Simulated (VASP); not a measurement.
Wanted: the native input for a VASP 6.6.1 run.

```yaml
Task: single point
Functional: PBE
Potentials_or_basis: VASP PAW PBE potentials, release 64 (Be, Sb_d_GW)
Cutoff: 500 eV
k_mesh: 14 × 14 × 14
Occupations: gaussian, width 0.1 eV
Spin: no spin polarisation
Dipole_correction: no
Further_INCAR_settings: ALGO = Normal; EDIFF = 1e-06; NBANDS = 16
```

The structure of Be2Sb lies in POSCAR:

```
Be2Sb
1.0
   -2.3270342396      2.2775304301      2.3266523061
    2.3270342396     -2.2775304301      2.3266523061
    2.3270342396      2.2775304301     -2.3266523061
Be Sb
2 1
Direct
    0.2499863218      0.5000000000      0.7499863218
    0.7500136782      0.5000000000      0.2500136782
    0.0000000000      0.0000000000      0.0000000000
```

The input as run:

INCAR

```
PREC = Accurate
ENCUT = 500
EDIFF = 1E-6
ISMEAR = 0
SIGMA = 0.1
LREAL = F
LASPH = T
NELM = 120
ALGO = Normal
ISIF = 2
LWAVE = F
LCHARG = F
GGA = PE
NBANDS = 16
GGA_COMPAT = F
```

KPOINTS

```
regular mesh
0
Gamma
  14 14 14
```

Potentials or basis: VASP PAW PBE potentials, release 64 (Be, Sb_d_GW).

Run with:

```bash
$ cat potpaw_PBE.64/Be/POTCAR potpaw_PBE.64/Sb_d_GW/POTCAR > POTCAR
$ mpirun -np 1 vasp_std > vasp.out
```

It gave:

* Pressure: 0.0 GPa
* Band gap on the k mesh: zero (an odd number of electrons rules out a gap without spin polarisation)

Caveat: spin-orbit coupling is left out, which moves the levels of the heavy elements.

It took 3.4 min on 1 thread of Intel(R) Xeon(R) 6975P-C (Granite Rapids) (shared host), peak memory 0.5 GiB.
